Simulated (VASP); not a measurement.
# Os (P6_3/mmc) in VASP: further runs

Runs on Os. Level: r2SCAN. Tasks: single point.

Program: VASP 6.6.1. These are calculated values, not measurements. Logs are shortened: lines on timing, memory, paths and dates and some standing lists are left out, and cuts for length are marked.

## (1) The cell of the first run

Symmetry: P6_3/mmc, No. 194, hexagonal system. Conventional cell: a = 2.739 Å, b = 2.739 Å, c = 4.314 Å, α = 90.00°, β = 90.00°, γ = 120.00°. Within 3.5 Å of Os (site symmetry -6m2) lie 12 Os at 2.67 to 2.74 Å.

## (2) Single point, r2SCAN

Input file POSCAR:

```
Os
1.0
    2.7393806551      0.0000000000      0.0000000000
   -1.3696903275      2.3723732379      0.0000000000
    0.0000000000      0.0000000000      4.3138178725
Os
2
Direct
    0.3333333333      0.6666666667      0.2500000000
    0.6666666667      0.3333333333      0.7500000000
```

Input file INCAR.step1:

```
PREC = Accurate
ENCUT = 520
ISMEAR = 1
SIGMA = 0.03
LREAL = F
LASPH = T
NELM = 80
NBANDS = 15
GGA = PE
ALGO = Normal
EDIFF = 1E-4
LWAVE = T
LCHARG = F
```

Input file INCAR.step2:

```
PREC = Accurate
ENCUT = 520
EDIFF = 1E-6
ISMEAR = 1
SIGMA = 0.03
LREAL = F
LASPH = T
NELM = 80
ALGO = Normal
ISIF = 2
LWAVE = F
LCHARG = F
METAGGA = R2SCAN
LMIXTAU = T
NBANDS = 15
ISTART = 1
```

Input file KPOINTS:

```
Automatic mesh
0
Gamma
  13 13 7
```

Potentials or basis: VASP PAW PBE potentials, release 64 (Os).

Started as:

```
cat potpaw_PBE.64/Os/POTCAR > POTCAR
cp INCAR.step1 INCAR
mpirun -np 1 vasp_std > vasp.out
cp INCAR.step2 INCAR
mpirun -np 1 vasp_std > vasp.out
```

OUTCAR:

```text
PREC = Accurate
   ENCUT = 520
   EDIFF = 1E-6
   ISMEAR = 1
   LREAL = F
   LASPH = T
   NELM = 80
   ISIF = 2
   METAGGA = R2SCAN
   ISTART = 1

 ion  position               nearest neighbor table
   1  0.333  0.667  0.250-   2 2.67   2 2.67   2 2.67   2 2.67   2 2.67   2 2.67
   2  0.667  0.333  0.750-   1 2.67   1 2.67   1 2.67   1 2.67   1 2.67   1 2.67

  LATTYP: Found a hexagonal cell.
 ALAT       =     2.7393806551
 C/A-ratio  =     1.5747420368

  Lattice vectors:

 A1 = (   2.7393806551,   0.0000000000,   0.0000000000)
 A2 = (  -1.3696903275,   2.3723732379,   0.0000000000)
 A3 = (   0.0000000000,   0.0000000000,   4.3138178725)

Analysis of symmetry for initial positions (statically):
=====================================================================
 Subroutine PRICEL returns:
 Original cell was already a primitive cell.

 Routine SETGRP: Setting up the symmetry group for a
 hexagonal supercell.

 Subroutine GETGRP returns: Found 24 space group operations
 (whereof 12 operations were pure point group operations)
 out of a pool of 24 trial point group operations.

The static configuration has the point symmetry D_3d.
 The point group associated with its full space group is D_6h.

Analysis of symmetry for dynamics (positions and initial velocities):
=====================================================================
 Subroutine PRICEL returns:
 Original cell was already a primitive cell.

 Routine SETGRP: Setting up the symmetry group for a
 hexagonal supercell.

 Subroutine GETGRP returns: Found 24 space group operations
 (whereof 12 operations were pure point group operations)
 out of a pool of 24 trial point group operations.

The dynamic configuration has the point symmetry D_3d.
 The point group associated with its full space group is D_6h.

 Subroutine INISYM returns: Found 24 space group operations
 (whereof 12 operations are pure point group operations),
 and found     1 'primitive' translations

----------------------------------------------------------------------------------------

                                     Primitive cell

  volume of cell :      28.0348

  direct lattice vectors                    reciprocal lattice vectors
     2.739380655  0.000000000  0.000000000     0.365046018  0.210759417  0.000000000
    -1.369690328  2.372373238  0.000000000     0.000000000  0.421518834  0.000000000
     0.000000000  0.000000000  4.313817872     0.000000000  0.000000000  0.231813217

  length of vectors
     2.739380655  2.739380655  4.313817872     0.421518834  0.421518834  0.231813217

  position of ions in fractional coordinates (direct lattice)
     0.333333333  0.666666667  0.250000000
     0.666666667  0.333333333  0.750000000

  ion indices of the primitive-cell ions
   primitive index   ion index
                 1           1
                 2           2

----------------------------------------------------------------------------------------

 KPOINTS: Automatic mesh

Automatic generation of k-mesh.
 Grid dimensions read from file:
 generate k-points for:   13   13    7

 Generating k-lattice:

  Cartesian coordinates                     Fractional coordinates (reciprocal lattice)
     0.028080463  0.016212263  0.000000000     0.076923077 -0.000000000  0.000000000
     0.000000000  0.032424526  0.000000000     0.000000000  0.076923077  0.000000000
     0.000000000  0.000000000  0.033116174     0.000000000  0.000000000  0.142857143

  Length of vectors
     0.032424526  0.032424526  0.033116174

  Shift w.r.t. Gamma in fractional coordinates (k-lattice)
     0.000000000  0.000000000  0.000000000

 Subroutine IBZKPT returns following result:
 ===========================================

 Found     84 irreducible k-points:

 Following reciprocal coordinates:
            Coordinates               Weight
  0.000000  0.000000  0.000000      1.000000
  0.076923 -0.000000  0.000000      6.000000
  0.153846  0.000000  0.000000      6.000000
  0.230769  0.000000  0.000000      6.000000
  0.307692  0.000000  0.000000      6.000000
  0.384615 -0.000000  0.000000      6.000000
[... 16 lines left out ...]
  0.076923 -0.000000  0.142857     12.000000
  0.153846  0.000000  0.142857     12.000000
 [... further k-points ...]
   k-points           NKPTS =     84   k-points in BZ     NKDIM =     84   number of bands    NBANDS=     15
   number of dos      NEDOS =    301   number of ions     NIONS =      2
   total plane-waves  NPLWV =  12800
   dimension x,y,z NGX =    20 NGY =   20 NGZ =   32
   dimension x,y,z NGXF=    40 NGYF=   40 NGZF=   64
   ions per type =               2
   NGX,Y,Z   is equivalent  to a cutoff of  12.14, 12.14, 12.33 a.u.
   NGXF,Y,Z  is equivalent  to a cutoff of  24.27, 24.27, 24.66 a.u.
 SYSTEM =  unknown system
   PREC   = accura    normal or accurate (medium, high low for compatibility)
   ISTART =      1    job   : 0-new  1-cont  2-samecut
   ICHARG =      0    charge: 1-file 2-atom 10-const
   ISPIN  =      1    spin polarized calculation?
   LNONCOLLINEAR =      F non collinear calculations
   LSORBIT =      F    spin-orbit coupling
   LASPH  =      T    aspherical Exc in radial PAW
   ENCUT  =  520.0 eV  38.22 Ry    6.18 a.u.   5.09  5.09  8.02*2*pi/ulx,y,z
   NELM   =     80;   NELMIN=  2; NELMDL=  0     # of ELM steps
   EDIFF  = 0.1E-05   stopping-criterion for ELM
   LREAL  =      F    real-space projection
   EDIFFG = 0.1E-04   stopping-criterion for IOM
   NSW    =      0    number of steps for IOM
   IBRION =     -1    ionic relax: 0-MD 1-quasi-New 2-CG
   NFREE  =      0    steps in history (QN), initial steepest desc. (CG)
   ISIF   =      2    stress and relaxation
   ISYM   =      2    0-nonsym 1-usesym 2-fastsym
   POTIM  = 0.5000    time-step for ionic-motion
   TEBEG  =    0.0;   TEEND  =   0.0 temperature during run
   PSTRESS=    0.0 pullay stress
   NELECT =      16.0000    total number of electrons
   NUPDOWN=      -1.0000    fix difference up-down
   EMIN   =  10.00;   EMAX   =-10.00  energy-range for DOS
   EFERMI =   0.00;   METHOD = LEGACY
   ISMEAR =     1;   SIGMA  =   0.03  broadening in eV -4-tet -1-fermi 0-gaus
   EFERMI_NEDOS =   21; number of points for ismear=-14 and -15
   IALGO  =     38    algorithm
   IMIX   =      4    mixing-type and parameters
     AMIX     =   0.40;   BMIX     =  1.00
     AMIX_MAG =   1.60;   BMIX_MAG =  1.00
  volume/ion in A,a.u.               =      14.02        94.59
  Fermi-wavevector in a.u.,A,eV,Ry     =   1.357946  2.566145 25.089370  1.844017
  Thomas-Fermi vector in A             =   2.484821
   LORBIT       =      0    0 simple, 1 ext, 2 COOP (PROOUT), +10 PAW based schemes
   METAGGA = R2SCAN    functional components
   LHFCALC =     F    Hartree Fock is set to
   AEXX    =    0.0000 exact exchange contribution
   IVDW    =     0    specifies the selected vdW correction
   LEPSILON=     F    determine dielectric tensor
   LRPA    =     F    only Hartree local field effects (RPA)
 non-spin polarized calculation
 Methfessel and Paxton  Order N= 1 SIGMA  =   0.03
  energy-cutoff  :      520.00
  volume of cell :       28.03
 maximum number of plane-waves:       769
   NGX = 11   NGY = 11   NGZ = 17

 number of electron      15.9999999 magnetization

 Free energy of the ion-electron system (eV)
  ---------------------------------------------------
  ext. energy  EPLUGINS =         0.00000000
  ---------------------------------------------------
  free energy    TOTEN  =      -106.00816624 eV

  energy without entropy =     -106.00793676  energy(sigma->0) =     -106.00808975

 E-fermi :   9.2769     XC(G=0): -15.3747

 val. band max:        9.2754012659   @ k =   0.2308   0.0000   0.2857
 cond. band min:       9.2805107511   @ k =   0.0000   0.0000   0.0000
 fundamental gap:      0.0051094852
 Fermi energy:         9.2768877480

 k-point     1 :       0.0000    0.0000    0.0000
  band No.  band energies     occupation
      1      -2.1830      2.00000
      2       1.1192      2.00000
      3       6.0639      2.00000
      4       6.0639      2.00000
      5       6.3764      2.00000
      6       6.9387      2.00000
      7       6.9387      2.00000
      8       7.5683      2.00000
      9       7.5683      2.00000
     10       9.2805      0.79724
     11      10.9789      0.00000
     12      10.9789      0.00000
     13      18.8198      0.00000
     14      23.9969      0.00000
     15      26.8568      0.00000

 k-point     2 :       0.0769   -0.0000    0.0000
  band No.  band energies     occupation
      1      -1.9339      2.00000
      2       1.3380      2.00000
      3       5.6035      2.00000
      4       6.2824      2.00000
      5       6.7362      2.00000
      6       6.8298      2.00000
      7       7.1421      2.00000
      8       7.2449      2.00000
      9       7.3951      2.00000
     10       8.3284      2.00000
     11      11.0985      0.00000
     12      12.3241      0.00000
     13      18.7990      0.00000
     14      24.5019      0.00000
     15      27.1732      0.00000

 k-point     3 :       0.1538    0.0000    0.0000
  band No.  band energies     occupation
      1      -1.2271      2.00000
      2       1.9004      2.00000
      3       4.9882      2.00000
      4       6.0729      2.00000
      5       6.4087      2.00000
      6       6.9211      2.00000
      7       6.9760      2.00000
      8       7.4043      2.00000
      9       7.6699      2.00000
     10       7.7329      2.00000
     11      11.3667      0.00000
     12      14.3900      0.00000
     13      18.6807      0.00000
     14      25.6245      0.00000
     15      27.7303      0.00000
[... 343 lines left out ...]
 k-point    23 :       0.0769   -0.0000    0.1429
  band No.  band energies     occupation
      1      -1.6741      2.00000
      2       1.3795      2.00000
      3       5.5690      2.00000
      4       6.0867      2.00000
      5       6.3479      2.00000
      6       6.4609      2.00000
      7       6.9535      2.00000
      8       7.7120      2.00000
      9       7.8492      2.00000
     10       8.0966      2.00000
     11      11.1027      0.00000
     12      11.9203      0.00000
     13      20.0036      0.00000
     14      24.0274      0.00000
     15      27.4265      0.00000

 k-point    24 :       0.1538    0.0000    0.1429
  band No.  band energies     occupation
      1      -0.9878      2.00000
      2       1.9668      2.00000
      3       5.0221      2.00000
      4       5.5491      2.00000
      5       6.2504      2.00000
      6       6.4911      2.00000
      7       7.2387      2.00000
      8       7.4153      2.00000
      9       7.7988      2.00000
     10       8.1349      2.00000
     11      11.3165      0.00000
     12      13.5359      0.00000
     13      19.9870      0.00000
     14      25.2491      0.00000
     15      27.4444      0.00000

 [... further k-points ...]
[... 5 lines left out ...]
  --------------------------------------------------------------------------------------
  -------------------------------------------------------------------------------------
  Total        0.1611916      0.1611916      0.0903196      0.0000000     -0.0000000      0.0000000
  in kB        9.2120389      9.2120389      5.1617323      0.0000000     -0.0000000      0.0000000
  external PRESSURE =       7.8619367 kB  Pullay stress =       0.0000000 kB

 VOLUME and BASIS-vectors are now :
 -----------------------------------------------------------------------------
  energy-cutoff  :      520.00
  volume of cell :       28.03
      direct lattice vectors                 reciprocal lattice vectors
     2.739380655  0.000000000  0.000000000     0.365046018  0.210759417  0.000000000
    -1.369690328  2.372373238  0.000000000     0.000000000  0.421518834  0.000000000
     0.000000000  0.000000000  4.313817872     0.000000000  0.000000000  0.231813217

 POSITION                                       TOTAL-FORCE (eV/Angst)
 -----------------------------------------------------------------------------------
     -0.00000      1.58158      1.07845         0.000000      0.000000      0.000000
      1.36969      0.79079      3.23536        -0.000000      0.000000      0.000000
 -----------------------------------------------------------------------------------
    total drift:                                0.000000     -0.000000     -0.000000

  FREE ENERGIE OF THE ION-ELECTRON SYSTEM (eV)
  ---------------------------------------------------
  free  energy   TOTEN  =      -106.0081662435 eV

  energy  without entropy=     -106.0079367633  energy(sigma->0) =     -106.00808975
```

Wall time 72 s (1 thread of AMD EPYC 9R14 (Zen 4), shared host); peak memory 0.13 GiB.

Results:

```yaml
Free_energy: -106.0082 eV
Pressure: 0.8 GPa
Band_gap_on_the_k_mesh: zero (band 8 reaches 11.36 eV, above the bottom of band 9 at 7.40 eV)
```

Stress tensor (GPa, compression positive):
```
0.92 0.00 0.00
0.00 0.92 0.00
0.00 0.00 0.52
```

Caveat: the PAW data sets were made with another functional, which shifts forces and pressure a little; spin-orbit coupling is left out, which moves the levels of the heavy elements.

(Part 1 of 3 ends here.)
